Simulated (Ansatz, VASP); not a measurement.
# CdS: VASP beside Ansatz

```
Cd S
1.0
     3.34058    0.00000    0.00000
     0.00000    3.34058    0.00000
     0.00000    0.00000    3.34058
Cd S
1 1
Direct
  0.00000 0.00000 0.00000
  0.50000 0.50000 0.50000
```

Change from the starting cell: volume scaled by 0.94, LAPW.

Alike in both runs: task single point; functional PBE; k mesh 14 × 14 × 14; occupations fermi-dirac, width 0.05 eV; no spin polarisation.

|  | VASP | Ansatz |
| --- | --- | --- |
| version | VASP 6.6.1 | Ansatz 0.2.0 |
| potentials or method | VASP PAW PBE potentials, release 64 (Cd, S), cutoff 520 eV | all-electron LAPW, scalar-relativistic |

```tsv
	VASP	Ansatz	Ansatz less VASP
pressure (GPa)	5.4	5.0	-0.43
```

Ansatz ran all-electron here, and VASP with PAW potentials.
